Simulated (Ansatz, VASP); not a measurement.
**Mg2Si3N in VASP and in Ansatz**

```
Mg Si N
1.0
     3.81688    0.00000    0.00000
    -1.90844    3.30552    0.00000
     0.00000    0.00000    8.50551
Mg Si N
2 3 1
Direct
  0.66667 0.33333 0.75227
  0.66667 0.33333 0.24773
  0.00000 0.00000 0.00000
  0.33333 0.66667 0.50000
  0.33333 0.66667 0.00000
  0.00000 0.00000 0.50000
```

Change from the starting cell: species swapped into the Sr2AlGa3 type (P-6m2, No. 187).

Alike in both runs: task single point; functional PBE; k mesh 6 × 6 × 2; occupations gaussian, width 0.1 eV; collinear spin.

|  | VASP | Ansatz |
| --- | --- | --- |
| version | VASP 6.6.1 | Ansatz 0.2.0 |
| potentials or method | VASP PAW PBE potentials, release 64 (Mg, Si, N), cutoff 520 eV | scalar-relativistic, plane waves, PAW |
| valence electrons in the cell | 21 | 37 |

VASP gave:

```
gap on the k mesh at the Fermi level (eV)                     : none
pressure (GPa)                                                : -3.1
traceless stress, the component that is largest in VASP (GPa) : -1.97
rms of the force components (eV/Å)                            : 0.245
net moment per atom (μB)                                      : 0.00
```

Which values does Ansatz return?

gap on the k mesh at the Fermi level (eV): none; pressure (GPa): -3.0; traceless stress, the component that is largest in VASP (GPa): -2.00; rms of the force components (eV/Å): 0.246; net moment per atom (μB): 0.00.

Atom by atom the forces differ by 0.001 eV/Å (rms over components). A gap of «none» marks a metal or a gap that the smearing closes. VASP's potentials hold 21 valence electrons a cell and Ansatz's 37, so a difference there can come from the potentials and not from the codes. Ansatz's warnings: seeded moment not kept.

The k mesh is coarse, so the values compare programs but aren't converged.
